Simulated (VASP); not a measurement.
A run of VASP 6.6.1:

INCAR

```
ALGO = Normal
EDIFF = 1E-8
ENCUT = 520
GGA = PE
ISIF = 2
ISMEAR = -1
LASPH = T
LCHARG = F
LEFG = T
LREAL = F
LWAVE = F
NBANDS = 30
NELM = 80
PREC = Accurate
SIGMA = 0.08
```

KPOINTS

```
k-points
0
Gamma
  14 14 4
```

The input POSCAR:

```
Ag
1.0
    2.8272803578      0.0000000000      0.0000000000
   -1.4136401789      2.4484966136      0.0000000000
    0.0000000000      0.0000000000      9.7958610872
Ag
4
Direct
    0.3333333333      0.6666666667      0.2500000000
    0.6666666667      0.3333333333      0.7500000000
    0.0000000000      0.0000000000      0.0000000000
    0.0000000000      0.0000000000      0.5000000000
```

Potentials or basis: VASP PAW PBE potentials, release 64 (Ag).

Command:

```sh
$ cat potpaw_PBE.64/Ag/POTCAR > POTCAR
$ mpirun -np 1 vasp_std > vasp.out
```

Hardware: 1 thread of Intel(R) Xeon(R) 6975P-C (Granite Rapids) (shared host).

Estimate the wall time of this run.

Run time: 56 s on 1 thread of Intel(R) Xeon(R) 6975P-C (Granite Rapids) (shared host), peak memory 0.26 GiB. Counts: scf iterations 15, k points 72.
